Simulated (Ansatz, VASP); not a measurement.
BAs in VASP and in Ansatz

Contents of INCAR:

```
SYSTEM = BAs
  PREC = Accurate
  ENCUT = 600
  EDIFF = 1E-6
  ISMEAR = 0
  SIGMA = 0.02
  LREAL = .FALSE.
  LASPH = .TRUE.
  NELM = 100
  ALGO = Normal
  ISIF = 3
  LWAVE = .FALSE.
  LCHARG = .FALSE.
  GGA = PE
  IBRION = 2
  NSW = 100
  EDIFFG = -0.01
```

The input KPOINTS:

```
Automatic mesh
0
G
  10 10 10
  0 0 0
```

File POSCAR:

```
BAs
1.0
    0.0000000000      2.4046893507      2.4046893507
    2.4046893507      0.0000000000      2.4046893507
    2.4046893507      2.4046893507      0.0000000000
B As
1 1
Direct
    0.2500000000      0.2500000000      0.2500000000
    0.5000000000      0.5000000000      0.5000000000
```

Input for Ansatz:

```yaml
crystal:
  lattice:
    - [0.0, 2.4046893507, 2.4046893507]
    - [2.4046893507, 0.0, 2.4046893507]
    - [2.4046893507, 2.4046893507, 0.0]
  atoms:
    - { symbol: B, position: [0.25, 0.25, 0.25] }
    - { symbol: As, position: [0.5, 0.5, 0.5] }
basis:
  ecutwfc: 420
kpoints:
  mp_grid: { grid: [10, 10, 10] }
hamiltonian:
  xc: pbe
scf:
  occupations: { method: gaussian, width: 0.02 }
output:
  forces: true
  stress: true
  eigenvalues: true
  write_density: true
  write_potential: true
  elf: true
  volumetric_format: npy
relax:
  adjacent_minimum: "off"
  f_tol: 0.01
  max_steps: 80
  cell: { stress_tol: 0.05 }
```

Alike in both runs: task relaxation of cell and atoms; functional PBE; k mesh 10 × 10 × 10; occupations gaussian, width 0.02 eV; no spin polarisation.

```csv
,VASP,Ansatz
version,VASP 6.6.1,Ansatz 0.2.0
potentials or method,"VASP PAW PBE potentials, release 64 (B, As), cutoff 600 eV","scalar-relativistic, plane waves, PAW"
valence electrons in the cell,8,18
```

|  | VASP | Ansatz | Ansatz less VASP |
| --- | --- | --- | --- |
| gap on the k mesh at the Fermi level, each at its own relaxed structure (eV) | 1.20 | 1.20 | +0.004 |
| relaxed volume (Å³/atom) | 13.97 | 13.91 | -0.060 |
| relaxed cell length with the largest relative difference (Å) | 3.406 | 3.401 | -0.0049 |

VASP's potentials hold 8 valence electrons a cell and Ansatz's 18, so a difference there can come from the potentials and not from the codes.
